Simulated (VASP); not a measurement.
# Ni (Fd-3m) in VASP: a series of runs

Ni is run at these levels: PBEsol; tasks: single point.

Program: VASP 6.6.1. These are calculated values, not measurements. Logs are shortened: lines on timing, memory, paths and dates and some standing lists are left out, and cuts for length are marked.

### 1 The cell of the first run

Symmetry: Fd-3m, No. 227, cubic system. The conventional cell has a = 3.976 Å, b = 3.976 Å, c = 3.976 Å, α = 90.00°, β = 90.00°, γ = 90.00°. Within 2.3 Å of Ni (site symmetry -43m) lie 4 Ni at 1.72 Å.

This isn't the form of Ni at room conditions, which is fcc.

### 2 Single point, PBEsol, collinear spin, ferromagnetic start (7.86 Å³/atom)

The input, INCAR:

```
SYSTEM = Ni
  PREC = Accurate
  ENCUT = 520
  EDIFF = 1E-7
  ISMEAR = -1
  SIGMA = 0.08
  LREAL = .FALSE.
  LASPH = .TRUE.
  NELM = 150
  ALGO = Normal
  ISIF = 2
  LWAVE = .FALSE.
  LCHARG = .TRUE.
  ISPIN = 2
  MAGMOM = 1 1
  LORBIT = 11
  LMAXMIX = 4
  GGA = PS
  LELF = .TRUE.
  LVHAR = .TRUE.
  NBANDS = 21
```

The input, KPOINTS:

```
Automatic mesh
0
G
  14 14 14
  0 0 0
```

The input, POSCAR:

```
Ni
1.0
    0.0000000000      1.9880011070      1.9880011070
    1.9880011070      0.0000000000      1.9880011070
    1.9880011070      1.9880011070      0.0000000000
Ni
2
Direct
   -0.1250000000     -0.1250000000     -0.1250000000
    0.1250000000      0.1250000000      0.1250000000
```

Potentials or basis: VASP PAW PBE potentials, release 64 (Ni).

The run is started by

```console
$ cat potpaw_PBE.64/Ni/POTCAR > POTCAR
$ mpirun -np 1 vasp_std > vasp.out
```

OUTCAR:

```text
SYSTEM = Ni
   PREC = Accurate
   ENCUT = 520
   EDIFF = 1E-7
   ISMEAR = -1
   LREAL = .FALSE.
   LASPH = .TRUE.
   NELM = 150
   ISIF = 2
   ISPIN = 2
   LORBIT = 11
   GGA = PS

 ion  position               nearest neighbor table
   1  0.875  0.875  0.875-   2 1.72   2 1.72   2 1.72   2 1.72
   2  0.125  0.125  0.125-   1 1.72   1 1.72   1 1.72   1 1.72

  LATTYP: Found a face centered cubic cell.
 ALAT       =     3.9760022140

  Lattice vectors:

 A1 = (   0.0000000000,   1.9880011070,   1.9880011070)
 A2 = (   1.9880011070,   0.0000000000,   1.9880011070)
 A3 = (   1.9880011070,   1.9880011070,   0.0000000000)

Analysis of symmetry for initial positions (statically):
=====================================================================
 Subroutine PRICEL returns:
 Original cell was already a primitive cell.

 Routine SETGRP: Setting up the symmetry group for a
 face centered cubic supercell.

 Subroutine GETGRP returns: Found 48 space group operations
 (whereof 12 operations were pure point group operations)
 out of a pool of 48 trial point group operations.

The static configuration has the point symmetry D_3d.
 The point group associated with its full space group is O_h .

Analysis of symmetry for dynamics (positions and initial velocities):
=====================================================================
 Subroutine PRICEL returns:
 Original cell was already a primitive cell.

 Routine SETGRP: Setting up the symmetry group for a
 face centered cubic supercell.

 Subroutine GETGRP returns: Found 48 space group operations
 (whereof 12 operations were pure point group operations)
 out of a pool of 48 trial point group operations.

The dynamic configuration has the point symmetry D_3d.
 The point group associated with its full space group is O_h .

Analysis of structural, dynamic, and magnetic symmetry:
=====================================================================
 Subroutine PRICEL returns:
 Original cell was already a primitive cell.

 Routine SETGRP: Setting up the symmetry group for a
 face centered cubic supercell.

 Subroutine GETGRP returns: Found 48 space group operations
 (whereof 12 operations were pure point group operations)
 out of a pool of 48 trial point group operations.

The overall configuration has the point symmetry D_3d.
 The point group associated with its full space group is O_h .

 Subroutine INISYM returns: Found 48 space group operations
 (whereof 12 operations are pure point group operations),
 and found     1 'primitive' translations

----------------------------------------------------------------------------------------

                                     Primitive cell

  volume of cell :      15.7138

  direct lattice vectors                    reciprocal lattice vectors
     0.000000000  1.988001107  1.988001107    -0.251508914  0.251508914  0.251508914
     1.988001107  0.000000000  1.988001107     0.251508914 -0.251508914  0.251508914
     1.988001107  1.988001107  0.000000000     0.251508914  0.251508914 -0.251508914

  length of vectors
     2.811458128  2.811458128  2.811458128     0.435626218  0.435626218  0.435626218

  position of ions in fractional coordinates (direct lattice)
     0.875000000  0.875000000  0.875000000
     0.125000000  0.125000000  0.125000000

  ion indices of the primitive-cell ions
   primitive index   ion index
                 1           1
                 2           2

----------------------------------------------------------------------------------------

 KPOINTS: Automatic mesh

Automatic generation of k-mesh.
 Grid dimensions read from file:
 generate k-points for:   14   14   14

 Generating k-lattice:

  Cartesian coordinates                     Fractional coordinates (reciprocal lattice)
    -0.017964922  0.017964922  0.017964922     0.071428571  0.000000000  0.000000000
     0.017964922 -0.017964922  0.017964922     0.000000000  0.071428571  0.000000000
     0.017964922  0.017964922 -0.017964922     0.000000000  0.000000000  0.071428571

  Length of vectors
     0.031116158  0.031116158  0.031116158

  Shift w.r.t. Gamma in fractional coordinates (k-lattice)
     0.000000000  0.000000000  0.000000000

 Subroutine IBZKPT returns following result:
 ===========================================

 Found    104 irreducible k-points:

 Following reciprocal coordinates:
            Coordinates               Weight
  0.000000  0.000000  0.000000      1.000000
  0.071429  0.000000  0.000000      8.000000
  0.142857  0.000000  0.000000      8.000000
  0.214286  0.000000  0.000000      8.000000
  0.285714  0.000000  0.000000      8.000000
  0.357143  0.000000  0.000000      8.000000
[... 16 lines left out ...]
  0.214286  0.142857  0.000000     24.000000
  0.285714  0.142857  0.000000     24.000000
 [... further k-points ...]
   k-points           NKPTS =    104   k-points in BZ     NKDIM =    104   number of bands    NBANDS=     21
   number of dos      NEDOS =    301   number of ions     NIONS =      2
   total plane-waves  NPLWV =  13824
   dimension x,y,z NGX =    24 NGY =   24 NGZ =   24
   dimension x,y,z NGXF=    48 NGYF=   48 NGZF=   48
   ions per type =               2
   NGX,Y,Z   is equivalent  to a cutoff of  14.19, 14.19, 14.19 a.u.
   NGXF,Y,Z  is equivalent  to a cutoff of  28.38, 28.38, 28.38 a.u.
 SYSTEM =  Ni
   PREC   = accura    normal or accurate (medium, high low for compatibility)
   ISTART =      0    job   : 0-new  1-cont  2-samecut
   ICHARG =      2    charge: 1-file 2-atom 10-const
   ISPIN  =      2    spin polarized calculation?
   LNONCOLLINEAR =      F non collinear calculations
   LSORBIT =      F    spin-orbit coupling
   LASPH  =      T    aspherical Exc in radial PAW
   ENCUT  =  520.0 eV  38.22 Ry    6.18 a.u.   5.23  5.23  5.23*2*pi/ulx,y,z
   NELM   =    150;   NELMIN=  2; NELMDL= -5     # of ELM steps
   EDIFF  = 0.1E-06   stopping-criterion for ELM
   LREAL  =      F    real-space projection
   EDIFFG = 0.1E-05   stopping-criterion for IOM
   NSW    =      0    number of steps for IOM
   IBRION =     -1    ionic relax: 0-MD 1-quasi-New 2-CG
   NFREE  =      0    steps in history (QN), initial steepest desc. (CG)
   ISIF   =      2    stress and relaxation
   ISYM   =      2    0-nonsym 1-usesym 2-fastsym
   POTIM  = 0.5000    time-step for ionic-motion
   TEBEG  =    0.0;   TEEND  =   0.0 temperature during run
   PSTRESS=    0.0 pullay stress
   NELECT =      20.0000    total number of electrons
   NUPDOWN=      -1.0000    fix difference up-down
   EMIN   =  10.00;   EMAX   =-10.00  energy-range for DOS
   EFERMI =   0.00;   METHOD = LEGACY
   ISMEAR =    -1;   SIGMA  =   0.08  broadening in eV -4-tet -1-fermi 0-gaus
   EFERMI_NEDOS =   21; number of points for ismear=-14 and -15
   IALGO  =     38    algorithm
   IMIX   =      4    mixing-type and parameters
     AMIX     =   0.40;   BMIX     =  1.00
     AMIX_MAG =   1.60;   BMIX_MAG =  1.00
  volume/ion in A,a.u.               =       7.86        53.02
  Fermi-wavevector in a.u.,A,eV,Ry     =   1.774155  3.352667 42.826048  3.147626
  Thomas-Fermi vector in A             =   2.840205
   LORBIT       =     11    0 simple, 1 ext, 2 COOP (PROOUT), +10 PAW based schemes
   GGA     = PS    functional components
   LHFCALC =     F    Hartree Fock is set to
   AEXX    =    0.0000 exact exchange contribution
   IVDW    =     0    specifies the selected vdW correction
   LEPSILON=     F    determine dielectric tensor
   LRPA    =     F    only Hartree local field effects (RPA)
 spin polarized calculation
  energy-cutoff  :      520.00
  volume of cell :       15.71
 maximum number of plane-waves:       444
 NGX is ok and might be reduce to    24
   NGX = 11   NGY = 11   NGZ = 11

 number of electron      20.0000001 magnetization       0.0136463

 number of electron      20.0000001 magnetization      -0.0012889

 Free energy of the ion-electron system (eV)
  ---------------------------------------------------
  ext. energy  EPLUGINS =         0.00000000
  ---------------------------------------------------
  free energy    TOTEN  =        -0.79272310 eV

  energy without entropy =       -0.72324499  energy(sigma->0) =       -0.75798404

 E-fermi :  15.6150     XC(G=0): -15.1772

 val. band max:       15.5992557355   @ k =  -0.3571   0.2143   0.0714
 cond. band min:      15.6162659240   @ k =   0.3571   0.0714   0.0000
 fundamental gap:      0.0170101885
 Fermi energy:        15.6149508564

 spin component 1

 k-point     1 :       0.0000    0.0000    0.0000
  band No.  band energies     occupation
      1       4.0033      1.00000
      2       8.3835      1.00000
      3       8.3835      1.00000
      4       9.3631      1.00000
      5       9.3631      1.00000
      6       9.3631      1.00000
[... 13 lines left out ...]
     20      42.2249      0.00000
     21      42.2249      0.00000
[... 529 lines left out ...]
 k-point    24 :       0.2857    0.1429    0.0000
  band No.  band energies     occupation
      1       6.1097      1.00000
      2       7.3875      1.00000
      3       8.8918      1.00000
      4       9.5531      1.00000
      5       9.5630      1.00000
      6      10.5938      1.00000
[... 13 lines left out ...]
     20      44.9562      0.00000
     21      46.1739      0.00000

 [... further k-points ...]

 spin component 2

 k-point     1 :       0.0000    0.0000    0.0000
  band No.  band energies     occupation
      1       4.0033      1.00000
      2       8.3829      1.00000
      3       8.3829      1.00000
      4       9.3625      1.00000
      5       9.3625      1.00000
      6       9.3625      1.00000
[... 13 lines left out ...]
     20      42.2247      0.00000
     21      42.2247      0.00000
[... 529 lines left out ...]
 k-point    24 :       0.2857    0.1429    0.0000
  band No.  band energies     occupation
      1       6.1096      1.00000
      2       7.3870      1.00000
      3       8.8912      1.00000
      4       9.5525      1.00000
      5       9.5624      1.00000
      6      10.5932      1.00000
[... 13 lines left out ...]
     20      44.9560      0.00000
     21      46.1738      0.00000

 [... further k-points ...]
[... 5 lines left out ...]
  --------------------------------------------------------------------------------------
  -------------------------------------------------------------------------------------
  Total       32.0737472     32.0737472     32.0737472      0.0000000     -0.0000000      0.0000000
  in kB     3270.2459942   3270.2459942   3270.2459942      0.0000000     -0.0000000      0.0000000
  external PRESSURE =    3270.2459942 kB  Pullay stress =       0.0000000 kB

 VOLUME and BASIS-vectors are now :
 -----------------------------------------------------------------------------
  energy-cutoff  :      520.00
  volume of cell :       15.71
      direct lattice vectors                 reciprocal lattice vectors
     0.000000000  1.988001107  1.988001107    -0.251508914  0.251508914  0.251508914
     1.988001107  0.000000000  1.988001107     0.251508914 -0.251508914  0.251508914
     1.988001107  1.988001107  0.000000000     0.251508914  0.251508914 -0.251508914

 POSITION                                       TOTAL-FORCE (eV/Angst)
 -----------------------------------------------------------------------------------
      3.47900      3.47900      3.47900        -0.000000      0.000000      0.000000
      0.49700      0.49700      0.49700         0.000000     -0.000000     -0.000000
 -----------------------------------------------------------------------------------
    total drift:                                0.000000      0.000000      0.000000

  FREE ENERGIE OF THE ION-ELECTRON SYSTEM (eV)
  ---------------------------------------------------
  free  energy   TOTEN  =        -0.7927230974 eV

  energy  without entropy=       -0.7232449888  energy(sigma->0) =       -0.75798404

 total charge

# of ion       s       p       d       tot
------------------------------------------
    1        0.850   0.998   9.033  10.882
    2        0.850   0.998   9.033  10.882
--------------------------------------------------
tot          1.701   1.996  18.067  21.764

 magnetization (x)

# of ion       s       p       d       tot
------------------------------------------
    1        0.000   0.000  -0.001  -0.001
    2        0.000   0.000  -0.001  -0.001
--------------------------------------------------
tot          0.000   0.000  -0.001  -0.001
```

Wall time 76 s (1 thread of AMD EPYC 9R45 (Zen 5), shared host); peak memory 0.15 GiB.

Results:

```yaml
Free_energy: -0.7927 eV
Pressure: 327.0 GPa
Band_gap_on_the_k_mesh: zero (filled and empty bands overlap)
Net_moment: 0.00 μB per cell
```

Caveat: atoms lie so close that the PAW spheres overlap strongly, which falsifies energies and pressures; the cell stands under pressure; the PAW data sets were made with another functional, which shifts forces and pressure a little.

### 3 Single point, PBEsol, collinear spin, ferromagnetic start (7.86 Å³/atom)

The input, INCAR:

```
ALGO     = Normal         # electronic algorithm
EDIFF    = 1E-7           # SCF threshold, eV
ENCUT    = 520            # plane-wave cutoff, eV
GGA      = PS             # functional
ISIF     = 2              # what is computed and relaxed
ISMEAR   = -1             # smearing method
ISPIN    = 2              # spin polarisation
LASPH    = True           # aspherical terms in the spheres
LCHARG   = False          # write CHGCAR
LMAXMIX  = 4              # l up to which the mixer works
LORBIT   = 11             # projections on sites
LREAL    = False          # projectors in reciprocal space
LWAVE    = False          # write WAVECAR
MAGMOM   = 1 1            # initial moments
NBANDS   = 21             # bands
NELM     = 150            # most SCF steps
PREC     = Accurate       # precision mode
SIGMA    = 0.08           # smearing width, eV
```

The input, KPOINTS:

```
k-points
0
Gamma
  14 14 14
```

POSCAR is that of step 2.

Potentials or basis: VASP PAW PBE potentials, release 64 (Ni).

The run is started by

```console
$ cat potpaw_PBE.64/Ni/POTCAR > POTCAR
$ mpirun -np 1 vasp_std > vasp.out
```

It took 78 s on 1 thread of AMD EPYC 9R45 (Zen 5), shared host; peak memory 0.15 GiB.

It converged, with:

```yaml
Free_energy: -0.7927 eV
Pressure: 327.0 GPa
Band_gap_on_the_k_mesh: zero (filled and empty bands overlap)
Net_moment: 0.00 μB per cell
```

Levels at points of the mesh, in eV from the Fermi level:
Spin up:
```tsv
k point	band 8	band 9	band 10	band 11	band 12	band 13
(0.00, 0.00, 0.00)	-3.05	-3.05	0.04	0.04	19.08	19.08
(0.50, 0.00, 0.00)	-1.82	-1.82	-0.57	-0.57	2.58	15.45
(0.50, 0.50, 0.00)	-3.53	-0.26	-0.26	2.64	2.64	6.55
```
Spin down:
| k point | band 6 | band 7 | band 8 | band 9 | band 10 | band 11 | band 12 | band 13 | band 14 | band 15 |
| --- | --- | --- | --- | --- | --- | --- | --- | --- | --- | --- |
| (0.00, 0.00, 0.00) | -6.25 | -3.05 | -3.05 | -3.05 | 0.04 | 0.04 | 19.08 | 19.08 | 19.08 | 19.67 |
| (0.50, 0.00, 0.00) | -6.40 | -3.32 | -1.83 | -1.83 | -0.57 | -0.57 | 2.57 | 15.45 | 15.59 | 15.59 |
| (0.50, 0.50, 0.00) | -3.63 | -3.53 | -3.53 | -0.27 | -0.27 | 2.64 | 2.64 | 6.55 | 6.55 | 15.70 |

Caveat: atoms lie so close that the PAW spheres overlap strongly, which falsifies energies and pressures; the cell stands under pressure; the PAW data sets were made with another functional, which shifts forces and pressure a little.
